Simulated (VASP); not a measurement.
# InP: single point with PBE

Crystal: InP.

```
In P
1.0
     0.00000    2.76883    2.76883
     2.76883    0.00000    2.76883
     2.76883    2.76883    0.00000
In P
1 1
Direct
  0.00000 0.00000 0.00000
  0.50000 0.50000 0.50000
```

```yaml
Program: VASP 6.6.1
Task: single point
Functional: PBE
Potentials_or_basis: VASP PAW PBE potentials, release 64 (In_d, P)
Cutoff: 520 eV
k_mesh: 6 × 6 × 6
Occupations: fermi-dirac, width 0.05 eV
Spin: non-collinear spin, zero start, spin-orbit coupling
Starting_moments: "[[0.0, 0.0, 0.0], [0.0, 0.0, 0.0]] μB"
Dipole_correction: no
Further_INCAR_settings: ALGO = Normal; EDIFF = 1e-07; NBANDS = 30
```

```json
{
  "Pressure": "0.2 GPa",
  "Net moment": "0.00 μB per cell",
  "Valence electrons inside the program's atomic spheres": "In 11.34; P 2.46"
}
```

Moments on the atoms (μB; x, y, z):
```
In  0.00 0.00 0.00
P   0.00 0.00 0.00
```

Run time: 46 s on 1 thread of Intel(R) Xeon(R) Platinum 8488C (Sapphire Rapids), on a shared host, peak memory 0.28 GiB.
